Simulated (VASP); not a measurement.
K: single point with RPBE

Crystal: K.

```
K
1.0
    -2.82367    2.82367    2.82367
     2.82367   -2.82367    2.82367
     2.82367    2.82367   -2.82367
K
1
Cartesian
  0.0000 0.0000 0.0000
```

This cell differs from its parent crystal: volume scaled by 1.12.

- Program: VASP 6.6.1
- Task: single point
- Functional: RPBE
- Potentials or basis: VASP PAW PBE potentials, release 64 (K_sv)
- Cutoff: 520 eV
- k mesh: 14 × 14 × 14
- Occupations: fermi-dirac, width 0.1 eV
- Spin: no spin polarisation

```yaml
Pressure: -0.3 GPa
```

Levels at points of the mesh, in eV from the Fermi level:
| k point | band 1 | band 2 | band 3 | band 4 | band 5 | band 6 | band 7 | band 8 | band 9 |
| --- | --- | --- | --- | --- | --- | --- | --- | --- | --- |
| (0.00, 0.00, 0.00) | -32.39 | -15.80 | -15.80 | -15.80 | -1.88 | 4.12 | 4.12 | 4.12 | 4.90 |
| (0.50, 0.00, 0.00) | -32.38 | -15.83 | -15.81 | -15.80 | 0.45 | 0.57 | 3.09 | 4.48 | 5.25 |
| (0.50, 0.50, 0.50) | -32.38 | -15.83 | -15.83 | -15.83 | 1.72 | 1.72 | 2.99 | 2.99 | 2.99 |

It took 75 s on 1 thread of Intel Xeon 8259CL (shared host), peak memory 0.25 GiB.

Caveat: the PAW data sets were made with another functional, which shifts forces and pressure a little.
